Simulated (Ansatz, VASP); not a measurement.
**MgO in VASP and in Ansatz**

The input POSCAR:

```
MgO
1.0
    3.4841042127      0.0000000000      0.0087102605
   -1.7420521064      3.0173227576     -0.0043551303
    0.0104642190      0.0000000000      4.1856875957
Mg O
2 2
Direct
    0.6666666667      0.3333333333      0.7500000000
    0.3333333333      0.6666666667      0.2500000000
    0.6666666667      0.3333333333      0.2500000000
    0.3333333333      0.6666666667      0.7500000000
```

Contents of INCAR.step1:

```
SYSTEM = MgO
ALGO     = Normal         ! electronic algorithm
EDIFF    = 1E-4           ! SCF threshold, eV
ENCUT    = 520            ! plane-wave cutoff, eV
GGA      = PE             ! functional
ISMEAR   = 0              ! smearing method
LASPH    = .TRUE.         ! aspherical terms in the spheres
LCHARG   = .FALSE.        ! write CHGCAR
LREAL    = .FALSE.        ! projectors in reciprocal space
LWAVE    = .TRUE.         ! write WAVECAR
NBANDS   = 16             ! bands
NELM     = 80             ! most SCF steps
PREC     = Accurate       ! precision mode
SIGMA    = 0.05           ! smearing width, eV
```

The input INCAR.step2:

```
SYSTEM = MgO
ALGO     = Normal         ! electronic algorithm
EDIFF    = 1E-6           ! SCF threshold, eV
ENCUT    = 520            ! plane-wave cutoff, eV
ISIF     = 2              ! what is computed and relaxed
ISMEAR   = 0              ! smearing method
ISTART   = 1            
LASPH    = .TRUE.         ! aspherical terms in the spheres
LCHARG   = .TRUE.         ! write CHGCAR
LELF     = .TRUE.         ! ELF
LMIXTAU  = .TRUE.       
LREAL    = .FALSE.        ! projectors in reciprocal space
LVHAR    = .TRUE.       
LWAVE    = .FALSE.        ! write WAVECAR
METAGGA  = R2SCAN         ! meta-GGA
NBANDS   = 16             ! bands
NELM     = 80             ! most SCF steps
PREC     = Accurate       ! precision mode
SIGMA    = 0.05           ! smearing width, eV
```

KPOINTS

```
k-points
0
G
  6 6 6
  0 0 0
```

Input for Ansatz:

```yaml
crystal:
  lattice:
    - [3.4841042127, 0.0, 0.0087102605]
    - [-1.7420521064, 3.0173227576, -0.0043551303]
    - [0.010464219, 0.0, 4.1856875957]
  atoms:
    - { symbol: Mg, position: [0.6666666667, 0.3333333333, 0.75] }
    - { symbol: Mg, position: [0.3333333333, 0.6666666667, 0.25] }
    - { symbol: O, position: [0.6666666667, 0.3333333333, 0.25] }
    - { symbol: O, position: [0.3333333333, 0.6666666667, 0.75] }
basis:
  ecutwfc: 500
kpoints:
  mp_grid: { grid: [6, 6, 6] }
hamiltonian:
  xc: r2scan
scf:
  occupations: { method: gaussian, width: 0.05 }
output:
  forces: true
  stress: true
  eigenvalues: true
```

Change from the starting cell: strain +0.0050 x Voigt [0, 0, 0, 0, 1, 0], atoms carried along.

Alike in both runs: task single point; functional r2SCAN; k mesh 6 × 6 × 6; occupations gaussian, width 0.05 eV; no spin polarisation.

```csv
,VASP,Ansatz
version,VASP 6.6.1,Ansatz 0.2.0
potentials or method,"VASP PAW PBE potentials, release 64 (Mg, O), cutoff 520 eV","scalar-relativistic, plane waves, PAW"
valence electrons in the cell,16,32
```

```csv
,VASP,Ansatz,Ansatz less VASP
gap on the k mesh at the Fermi level (eV),4.08,4.09,+0.014
least direct gap on the mesh (eV),4.08,4.09,+0.014
pressure (GPa),-0.8,0.0,+0.80
"traceless stress, the component that is largest in VASP (GPa)",-0.61,-0.61,+0.004
```

VASP's potentials were made for PBE, not for r2SCAN. VASP's potentials hold 16 valence electrons a cell and Ansatz's 32, so a difference there can come from the potentials and not from the codes.
